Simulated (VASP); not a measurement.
# Be2CdS: single point with PBE

The system is Be2CdS.

```
Be Cd S
1.0
     4.21012    0.00000    0.00000
    -2.10506    3.64607    0.00000
     0.00000    0.00000    5.15703
Be Cd S
2 1 1
Direct
  0.33333 0.66667 0.00000
  0.66667 0.33333 0.00000
  0.00000 0.00000 0.00000
  0.00000 0.00000 0.50000
```

```
Program                : VASP 6.6.1
Task                   : single point
Functional             : PBE
Potentials or basis    : VASP PAW PBE potentials, release 64 (Be, Cd, S)
Cutoff                 : 520 eV
k mesh                 : 6 × 6 × 4
Occupations            : gaussian, width 0.1 eV
Spin                   : no spin polarisation
Dipole correction      : no
Further INCAR settings : ALGO = Normal; EDIFF = 1e-06; NBANDS = 19
```

The pressure is 0.2 GPa and the band gap on the k mesh is zero (band 11 reaches 3.91 eV, above the bottom of band 12 at 1.20 eV).

Levels at points of the mesh, in eV from the Fermi level:
```csv
k point,band 8,band 9,band 10,band 11,band 12,band 13,band 14,band 15
"(0.00, 0.00, 0.00)",-3.56,-0.71,-0.71,2.31,2.31,2.69,3.44,3.44
"(0.50, 0.00, 0.00)",-3.58,-2.78,-1.91,-0.73,0.43,2.39,3.23,4.46
"(0.00, 0.00, 0.50)",-0.25,-0.25,0.38,0.57,2.40,2.40,2.54,2.54
"(0.50, 0.00, 0.50)",-4.16,-1.99,-1.12,-0.58,0.85,2.98,3.98,4.59
```

It took 11 s on 1 thread of Intel(R) Xeon(R) 6975P-C (Granite Rapids), with other jobs on the host, peak memory 0.2 GiB.
